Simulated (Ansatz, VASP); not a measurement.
**Al3BP4: VASP beside Ansatz**

```
Al B P
1.0
     5.27564    0.00000    0.00000
     0.00000    5.27564    0.00000
     0.00000    0.00000    5.27564
Al B P
3 1 4
Direct
  0.50000 0.00000 0.50000
  0.50000 0.50000 0.00000
  0.00000 0.50000 0.50000
  0.00000 0.00000 0.00000
  0.22591 0.77409 0.77409
  0.22591 0.22591 0.22591
  0.77409 0.77409 0.22591
  0.77409 0.22591 0.77409
```

Alike in both runs: functional PBE; k mesh 4 × 4 × 4; occupations gaussian, width 0.1 eV; no spin polarisation.

Ansatz relaxed the structure, and its values are those at the end. VASP's run is a single point on that final structure, the one shown.

|  | VASP | Ansatz |
| --- | --- | --- |
| version | VASP 6.6.1 | Ansatz 0.2.0 |
| potentials or method | VASP PAW PBE potentials, release 64 (Al, B, P), cutoff 520 eV | scalar-relativistic, plane waves, PAW |
| valence electrons in the cell | 32 | 32 |

```tsv
	VASP	Ansatz	Ansatz less VASP
gap on the k mesh at the Fermi level (eV)	1.04	1.04	-0.001
least direct gap on the mesh (eV)	1.41	1.41	0.000
pressure (GPa)	0.0	0.1	+0.11
```

The functional is the same, so the differences come from potentials, cutoffs and numerics.
